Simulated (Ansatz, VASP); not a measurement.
## InSe in VASP and in Ansatz

POSCAR

```
InSe
1.0
    4.0267050886      0.0000000000      0.0000000000
   -2.0133525443      3.4872289003      0.0000000000
    0.0000000000      0.0000000000     36.7193937229
Se In
2 2
Direct
    0.0000000000      0.0000000000      0.4266543160
    0.0000000000      0.0000000000      0.5733186981
    0.6666666667      0.3333333333      0.4619335473
    0.6666666667      0.3333333333      0.5380395288
```

File INCAR.step1:

```
  PREC = Accurate
  ENCUT = 520
  EDIFF = 1E-5
  ISMEAR = 0
  SIGMA = 0.01
  LREAL = F
  LASPH = T
  NELM = 100
  ALGO = Normal
  ISIF = 2
  LWAVE = T
  LCHARG = F
  LDIPOL = T
  IDIPOL = 3
  DIPOL = 0.5 0.5 0.500
  NBANDS = 27
  GGA = PE
  LUSENCCL = F
```

INCAR.step2

```
  PREC = Accurate
  ENCUT = 520
  EDIFF = 1E-6
  ISMEAR = 0
  SIGMA = 0.01
  LREAL = F
  LASPH = T
  NELM = 100
  ALGO = Normal
  ISIF = 2
  LWAVE = F
  LCHARG = F
  LDIPOL = T
  IDIPOL = 3
  DIPOL = 0.5 0.5 0.500
  GGA = PE
  LHFCALC = T
  HFSCREEN = 0.2079
  PRECFOCK = Normal
  NBANDS = 27
  ISTART = 1
  LUSENCCL = F
```

File KPOINTS:

```
regular mesh
0
Gamma
  6 6 1
```

Input for Ansatz:

```yaml
crystal:
  lattice:
    - [4.0267050886, 0.0, 0.0]
    - [-2.0133525443, 3.4872289003, 0.0]
    - [0.0, 0.0, 36.7193937229]
  atoms:
    - { symbol: Se, position: [0.0, 0.0, 0.426654316] }
    - { symbol: In, position: [0.6666666667, 0.3333333333, 0.4619335473] }
    - { symbol: In, position: [0.6666666667, 0.3333333333, 0.5380395288] }
    - { symbol: Se, position: [0.0, 0.0, 0.5733186981] }
  periodic: [true, true, false]
basis:
  ecutwfc: 420
kpoints:
  mp_grid: { grid: [6, 6, 1] }
  band_path:
    path:
      - [0.0, 0.0, 0.0]
      - [0.5, 0.0, 0.0]
      - [0.3333333333, 0.3333333333, 0.0]
      - [-0.09375, 0.1875, 0.0]
    npoints: 1
hamiltonian:
  xc: hse06
scf:
  occupations: { method: fixed }
  n_extra_bands: 6
output:
  eigenvalues: true
  write_density: true
  write_potential: true
  elf: true
  volumetric_format: npy
```

Alike in both runs: task single point; functional HSE06; k mesh 6 × 6 × 1; no spin polarisation.

|  | VASP | Ansatz |
| --- | --- | --- |
| version | VASP 6.6.1 | Ansatz 0.2.0 |
| potentials or method | VASP PAW PBE potentials, release 64 (Se, In_d), cutoff 520 eV | scalar-relativistic, plane waves, PAW |
| occupations | gaussian, width 0.01 eV | fixed |
| valence electrons in the cell | 38 | 58 |

|  | VASP | Ansatz | Ansatz less VASP |
| --- | --- | --- | --- |
| gap on the k mesh at the Fermi level (eV) | 2.40 | 2.41 | +0.011 |
| least direct gap on the mesh (eV) | 2.46 | 2.47 | +0.010 |

VASP's potentials hold 38 valence electrons a cell and Ansatz's 58, so a difference there can come from the potentials and not from the codes. Ansatz's warnings: structure snapped to symmetry, xc potential rough in thin density.
